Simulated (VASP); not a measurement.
# SiC (P6_3mc) in VASP: further runs

The runs below take SiC through single point, relaxation of shape and atoms at fixed volume, with r2SCAN.

All numbers are computed with VASP 6.6.1; they aren't measurements. Logs are shortened: lines on timing, memory, paths and dates and some standing lists are left out, and cuts for length are marked.

## (1) The cell of the first run

Symmetry: P6_3mc, No. 186, hexagonal system. Conventional cell: a = 3.177 Å, b = 3.177 Å, c = 15.598 Å, α = 90.00°, β = 90.00°, γ = 120.00°. Si (site symmetry 3m) has 4 C at 1.95 to 1.96 Å within 2.6 Å. Within 2.6 Å of Si (site symmetry 3m) lie 4 C at 1.95 Å. Si (site symmetry 3m) has 4 C at 1.94 to 1.95 Å within 2.6 Å. Within 2.6 Å of C (site symmetry 3m) lie 4 Si at 1.94 to 1.96 Å. C (site symmetry 3m) has 4 Si at 1.95 Å within 2.6 Å. C (site symmetry 3m) has 4 Si at 1.95 Å within 2.6 Å.

## (2) Single point, r2SCAN (11.37 Å³/atom)

The input, POSCAR:

```
SiC
1.0
    3.1774912746      0.0000000000      0.0000000000
   -1.5887456373      2.7517881641      0.0000000000
    0.0000000000      0.0000000000     15.5977016117
Si C
6 6
Direct
    0.0000000000      0.0000000000      0.1250796570
    0.0000000000      0.0000000000      0.6250796570
    0.3333333333      0.6666666667      0.2918093769
    0.6666666667      0.3333333333      0.7918093769
    0.3333333333      0.6666666667      0.9582656411
    0.6666666667      0.3333333333      0.4582656411
    0.0000000000      0.0000000000     -0.0003343815
    0.0000000000      0.0000000000      0.4996656185
    0.3333333333      0.6666666667      0.1668738239
    0.6666666667      0.3333333333      0.6668738239
    0.3333333333      0.6666666667      0.8333058827
    0.6666666667      0.3333333333      0.3333058827
```

The input, INCAR.step1:

```
SYSTEM = SiC
PREC     = Accurate       ! precision mode
ENCUT    = 520            ! plane-wave cutoff, eV
ISMEAR   = 0              ! smearing method
SIGMA    = 0.02           ! smearing width, eV
LREAL    = .FALSE.        ! projectors in reciprocal space
LASPH    = .TRUE.         ! aspherical terms in the spheres
NELM     = 100            ! most SCF steps
NBANDS   = 36             ! bands
GGA      = PE             ! functional
ALGO     = Normal         ! electronic algorithm
EDIFF    = 1E-4           ! SCF threshold, eV
LWAVE    = .TRUE.         ! write WAVECAR
LCHARG   = .FALSE.        ! write CHGCAR
```

The input, INCAR.step2:

```
SYSTEM = SiC
PREC     = Accurate       ! precision mode
ENCUT    = 520            ! plane-wave cutoff, eV
EDIFF    = 1E-6           ! SCF threshold, eV
ISMEAR   = 0              ! smearing method
SIGMA    = 0.02           ! smearing width, eV
LREAL    = .FALSE.        ! projectors in reciprocal space
LASPH    = .TRUE.         ! aspherical terms in the spheres
NELM     = 100            ! most SCF steps
ALGO     = Normal         ! electronic algorithm
ISIF     = 2              ! what is computed and relaxed
LWAVE    = .FALSE.        ! write WAVECAR
LCHARG   = .FALSE.        ! write CHGCAR
METAGGA  = R2SCAN         ! meta-GGA
LMIXTAU  = .TRUE.       
NBANDS   = 36             ! bands
ISTART   = 1
```

The input, KPOINTS:

```
Automatic mesh
0
G
  12 12 2
  0 0 0
```

Potentials or basis: VASP PAW PBE potentials, release 64 (Si, C).

The run is started by

```sh
$ cat potpaw_PBE.64/Si/POTCAR potpaw_PBE.64/C/POTCAR > POTCAR
$ cp INCAR.step1 INCAR
$ mpirun -np 1 vasp_std > vasp.out
$ cp INCAR.step2 INCAR
$ mpirun -np 1 vasp_std > vasp.out
```

OUTCAR:

```text
SYSTEM = SiC
   PREC = Accurate
   ENCUT = 520
   EDIFF = 1E-6
   ISMEAR = 0
   LREAL = .FALSE.
   LASPH = .TRUE.
   NELM = 100
   ISIF = 2
   METAGGA = R2SCAN
   ISTART = 1

 ion  position               nearest neighbor table
   1  0.000  0.000  0.125-   9 1.95   9 1.95   9 1.95   7 1.96
   2  0.000  0.000  0.625-  10 1.95  10 1.95  10 1.95   8 1.96
   3  0.333  0.667  0.292-  12 1.95  12 1.95  12 1.95   9 1.95
   4  0.667  0.333  0.792-  11 1.95  11 1.95  11 1.95  10 1.95
   5  0.333  0.667  0.958-   7 1.94   7 1.94   7 1.94  11 1.95
   6  0.667  0.333  0.458-   8 1.94   8 1.94   8 1.94  12 1.95
   7  0.000  0.000  1.000-   5 1.94   5 1.94   5 1.94   1 1.96
   8  0.000  0.000  0.500-   6 1.94   6 1.94   6 1.94   2 1.96
   9  0.333  0.667  0.167-   1 1.95   1 1.95   1 1.95   3 1.95
  10  0.667  0.333  0.667-   2 1.95   2 1.95   2 1.95   4 1.95
  11  0.333  0.667  0.833-   4 1.95   4 1.95   4 1.95   5 1.95
  12  0.667  0.333  0.333-   3 1.95   3 1.95   3 1.95   6 1.95

  LATTYP: Found a hexagonal cell.
 ALAT       =     3.1774912746
 C/A-ratio  =     4.9088102102

  Lattice vectors:

 A1 = (   3.1774912746,   0.0000000000,   0.0000000000)
 A2 = (  -1.5887456373,   2.7517881641,   0.0000000000)
 A3 = (   0.0000000000,   0.0000000000,  15.5977016117)

Analysis of symmetry for initial positions (statically):
=====================================================================
 Subroutine PRICEL returns:
 Original cell was already a primitive cell.

 Routine SETGRP: Setting up the symmetry group for a
 hexagonal supercell.

 Subroutine GETGRP returns: Found 12 space group operations
 (whereof  6 operations were pure point group operations)
 out of a pool of 24 trial point group operations.

The static configuration has the point symmetry C_3v.
 The point group associated with its full space group is C_6v.

Analysis of symmetry for dynamics (positions and initial velocities):
=====================================================================
 Subroutine PRICEL returns:
 Original cell was already a primitive cell.

 Routine SETGRP: Setting up the symmetry group for a
 hexagonal supercell.

 Subroutine GETGRP returns: Found 12 space group operations
 (whereof  6 operations were pure point group operations)
 out of a pool of 24 trial point group operations.

The dynamic configuration has the point symmetry C_3v.
 The point group associated with its full space group is C_6v.

[... 128 lines left out ...]
   PSTRESS=    0.0 pullay stress
   NELECT =      48.0000    total number of electrons
   NUPDOWN=      -1.0000    fix difference up-down
   EMIN   =  10.00;   EMAX   =-10.00  energy-range for DOS
   EFERMI =   0.00;   METHOD = LEGACY
   ISMEAR =     0;   SIGMA  =   0.02  broadening in eV -4-tet -1-fermi 0-gaus
   EFERMI_NEDOS =   21; number of points for ismear=-14 and -15
   IALGO  =     38    algorithm
   IMIX   =      4    mixing-type and parameters
     AMIX     =   0.40;   BMIX     =  1.00
     AMIX_MAG =   1.60;   BMIX_MAG =  1.00
  volume/ion in A,a.u.               =      11.37        76.70
  Fermi-wavevector in a.u.,A,eV,Ry     =   1.155851  2.184242 18.177274  1.335992
  Thomas-Fermi vector in A             =   2.292476
   LORBIT       =      0    0 simple, 1 ext, 2 COOP (PROOUT), +10 PAW based schemes
   METAGGA = R2SCAN    functional components
   LHFCALC =     F    Hartree Fock is set to
   AEXX    =    0.0000 exact exchange contribution
   IVDW    =     0    specifies the selected vdW correction
   LEPSILON=     F    determine dielectric tensor
   LRPA    =     F    only Hartree local field effects (RPA)
 non-spin polarized calculation
 Gauss-broadening in eV      SIGMA  =   0.02
  energy-cutoff  :      520.00
  volume of cell :      136.38
 maximum number of plane-waves:      3696
 NGX is ok and might be reduce to    24
   NGX = 11   NGY = 11   NGZ = 59

 number of electron      48.0000000 magnetization

 Free energy of the ion-electron system (eV)
  ---------------------------------------------------
  ext. energy  EPLUGINS =         0.00000000
  ---------------------------------------------------
  free energy    TOTEN  =      -115.20494230 eV

  energy without entropy =     -115.20494230  energy(sigma->0) =     -115.20494230

 E-fermi :   7.1421     XC(G=0): -11.5157

 val. band max:        7.0121867267   @ k =   0.0000   0.0000   0.0000
 cond. band min:       9.4022928002   @ k =   0.5000   0.0000   0.0000
 fundamental gap:      2.3901060735
 Fermi energy:         7.1421491643

 k-point     1 :       0.0000    0.0000    0.0000
  band No.  band energies     occupation
      1      -8.4905      2.00000
      2      -7.9891      2.00000
      3      -7.9579      2.00000
      4      -6.5465      2.00000
      5      -6.5165      2.00000
      6      -5.2053      2.00000
[... 925 lines left out ...]
     35      14.9673      0.00000
     36      14.9673      0.00000

 [... further k-points ...]

------------------------ aborting loop because EDIFF is reached ----------------------------------------

  FORCE on cell =-STRESS in cart. coord.  units (eV):
  Direction    XX          YY          ZZ          XY          YZ          ZX
  --------------------------------------------------------------------------------------
  -------------------------------------------------------------------------------------
  Total      -15.4139704    -15.4139704    -15.3801831      0.0000000      0.0000000     -0.0000000
  in kB     -181.0777671   -181.0777670   -180.6808454      0.0000000      0.0000000     -0.0000000
  external PRESSURE =    -180.9454598 kB  Pullay stress =       0.0000000 kB

 VOLUME and BASIS-vectors are now :
 -----------------------------------------------------------------------------
  energy-cutoff  :      520.00
  volume of cell :      136.38
      direct lattice vectors                 reciprocal lattice vectors
     3.177491275  0.000000000  0.000000000     0.314713689  0.181700033  0.000000000
    -1.588745637  2.751788164  0.000000000     0.000000000  0.363400066  0.000000000
     0.000000000  0.000000000 15.597701612     0.000000000  0.000000000  0.064112010

 POSITION                                       TOTAL-FORCE (eV/Angst)
 -----------------------------------------------------------------------------------
      0.00000      0.00000      1.95096         0.000000     -0.000000      0.009144
      0.00000      0.00000      9.74981        -0.000000      0.000000      0.009144
     -0.00000      1.83453      4.55156         0.000000     -0.000000      0.001319
      1.58875      0.91726     12.35041        -0.000000      0.000000      0.001319
     -0.00000      1.83453     14.94674         0.000000      0.000000      0.002724
      1.58875      0.91726      7.14789         0.000000     -0.000000      0.002724
      0.00000      0.00000     15.59249         0.000000      0.000000     -0.008870
      0.00000      0.00000      7.79364         0.000000      0.000000     -0.008870
     -0.00000      1.83453      2.60285         0.000000      0.000000     -0.001949
      1.58875      0.91726     10.40170         0.000000      0.000000     -0.001949
     -0.00000      1.83453     12.99766         0.000000      0.000000     -0.002367
      1.58875      0.91726      5.19881        -0.000000      0.000000     -0.002367
 -----------------------------------------------------------------------------------
    total drift:                               -0.000000     -0.000000     -0.000812

  FREE ENERGIE OF THE ION-ELECTRON SYSTEM (eV)
  ---------------------------------------------------
  free  energy   TOTEN  =      -115.2049423003 eV

  energy  without entropy=     -115.2049423003  energy(sigma->0) =     -115.20494230
```

It took 3.8 min on 1 thread of Intel Xeon 6975P-C (Granite Rapids), shared host; peak memory 0.34 GiB.

Results:

* Free energy: -115.2049 eV
* Pressure: -18.1 GPa
* Largest force: 0.009 eV/Å
* Band gap on the k mesh: 2.39 eV (least direct gap 3.52 eV)

Forces on the atoms (eV/Å):
```
Si   0.000  0.000  0.009
Si   0.000  0.000  0.009
Si   0.000  0.000  0.001
Si   0.000  0.000  0.001
Si   0.000  0.000  0.003
Si   0.000  0.000  0.003
C    0.000  0.000 -0.009
C    0.000  0.000 -0.009
C    0.000  0.000 -0.002
C    0.000  0.000 -0.002
C    0.000  0.000 -0.002
C    0.000  0.000 -0.002
```

Caveat: the cell stands under tension; the PAW data sets were made with another functional, which shifts forces and pressure a little. A k mesh can miss the band edges.

## (3) Relaxation of shape and atoms at fixed volume, r2SCAN (9.71 Å³/atom)

This run uses another cell than the first one, of 9.71 Å³/atom.

The input, POSCAR:

```
SiC
1.0
    3.0156394434      0.0000000000      0.0000000000
   -1.5078197217      2.6116203666      0.0000000000
    0.0000000000      0.0000000000     14.7980905176
Si C
6 6
Direct
    0.0000000000      0.0000000000      0.1250355593
    0.0000000000      0.0000000000      0.6250355593
    0.3333333333      0.6666666667      0.2918164361
    0.6666666667      0.3333333333      0.7918164361
    0.3333333333      0.6666666667      0.9583009458
    0.6666666667      0.3333333333      0.4583009458
    0.0000000000      0.0000000000     -0.0003142766
    0.0000000000      0.0000000000      0.4996857234
    0.3333333333      0.6666666667      0.1668458293
    0.6666666667      0.3333333333      0.6668458293
    0.3333333333      0.6666666667      0.8333155061
    0.6666666667      0.3333333333      0.3333155061
```

The input, INCAR.step1:

```
PREC = Accurate
ENCUT = 600
ISMEAR = 0
SIGMA = 0.02
LREAL = F
LASPH = T
NELM = 80
GGA = PE
ALGO = Normal
EDIFF = 1E-4
LWAVE = T
LCHARG = F
```

The input, INCAR.step2:

```
PREC = Accurate
ENCUT = 600
EDIFF = 1E-6
ISMEAR = 0
SIGMA = 0.02
LREAL = F
LASPH = T
NELM = 80
ALGO = Normal
ISIF = 4
LWAVE = F
LCHARG = F
METAGGA = R2SCAN
LMIXTAU = T
IBRION = 2
NSW = 50
EDIFFG = -0.01
ISTART = 1
```

The input, KPOINTS:

```
Automatic mesh
0
Gamma
  12 12 2
```

Potentials or basis: VASP PAW PBE potentials, release 64 (Si, C).

The run is started by

```sh
$ cat potpaw_PBE.64/Si/POTCAR potpaw_PBE.64/C/POTCAR > POTCAR
$ cp INCAR.step1 INCAR
$ mpirun -np 1 vasp_std > vasp.out
$ cp INCAR.step2 INCAR
$ mpirun -np 1 vasp_std > vasp.out
```

Wall time 38 min (1 thread of Oxide Virtual Turin-like, shared host); peak memory 0.31 GiB.

The run converged. Its results:

| Quantity | Value |
| --- | --- |
| Free energy | -115.6344 eV |
| Energy gained by relaxing | 0.0 meV/atom |
| Ionic steps | 3 |
| Pressure after relaxing | 15.4 GPa |
| Largest force after relaxing | 0.007 eV/Å |
| Band gap on the k mesh | 2.40 eV (least direct gap 3.57 eV) |

Forces in eV/Å, atoms in the order of the input:
```
Si   0.000  0.000  0.002
Si   0.000  0.000  0.002
Si   0.000  0.000  0.001
Si   0.000  0.000  0.001
Si   0.000  0.000  0.005
Si   0.000  0.000  0.005
C    0.000  0.000 -0.003
C    0.000  0.000 -0.003
C    0.000  0.000 -0.007
C    0.000  0.000 -0.007
C    0.000  0.000  0.002
C    0.000  0.000  0.002
```

Final structure:
```
CELL_PARAMETERS angstrom
3.01583 0.00000 0.00000
-1.50791 2.61178 0.00000
0.00000 0.00000 14.79623
ATOMIC_POSITIONS crystal
Si 0.00000 0.00000 0.12501
Si 0.00000 0.00000 0.62501
Si 0.33333 0.66667 0.29182
Si 0.66667 0.33333 0.79182
Si 0.33333 0.66667 0.95831
Si 0.66667 0.33333 0.45831
C 0.00000 0.00000 0.99970
C 0.00000 0.00000 0.49970
C 0.33333 0.66667 0.16684
C 0.66667 0.33333 0.66684
C 0.33333 0.66667 0.83331
C 0.66667 0.33333 0.33331
```

Levels at points of the mesh, in eV from the valence-band top:
```tsv
k point	band 21	band 22	band 23	band 24	band 25	band 26	band 27	band 28
(0.00, 0.00, 0.00)	-0.32	-0.04	0.00	0.00	6.35	6.51	6.95	7.46
(0.50, 0.00, 0.00)	-1.95	-1.92	-1.76	-1.17	2.40	2.65	3.80	4.47
(0.00, 0.00, 0.50)	-0.10	-0.10	-0.10	-0.10	6.41	6.41	7.18	7.18
(0.50, 0.00, 0.50)	-1.83	-1.83	-1.40	-1.40	2.48	2.48	4.01	4.01
```

Caveat: the PAW data sets were made with another functional, which shifts forces and pressure a little.
